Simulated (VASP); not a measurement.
**GaP: G0W0 quasiparticle levels with PBE**

The system is GaP.

```
Ga P
1.0
     0.00000    2.76628    2.69089
     2.76628    0.00000    2.69089
     2.76628    2.76628    0.00000
Ga P
1 1
Cartesian
  0.0000 0.0000 0.0000
  1.3831 1.3831 1.3454
```

* Program: VASP 6.6.1
* Task: G0W0 quasiparticle levels
* Functional: PBE
* Potentials or basis: VASP PAW PBE potentials, release 64 (Ga_d_GW, P_GW)
* Cutoff: 500 eV
* k mesh: 4 × 4 × 4
* Occupations: gaussian, width 0.01 eV
* Spin: no spin polarisation
* Dipole correction: no
* GW scheme: G0W0
* GW iterations: 1
* Cutoff of the response function: 150
* Frequency points: 96
* Empty bands: 171
* Further INCAR settings: ALGO = EVGW0; EDIFF = 1e-08; NBANDS = 180

The quasiparticle gap is 1.92 eV, the least direct quasiparticle gap is 2.45 eV and the band gap of the starting levels on the mesh is 1.44 eV. The least direct gap of the starting levels on the mesh is 1.57 eV.

It took 7.1 min on 1 thread of Intel Xeon 8259CL, on a shared host, peak memory 0.47 GiB.

Caveat: the k points lie up to 0.50 Å⁻¹ apart; bands, screening cutoff and mesh are small and nothing is extrapolated, so the quasiparticle values aren't converged.
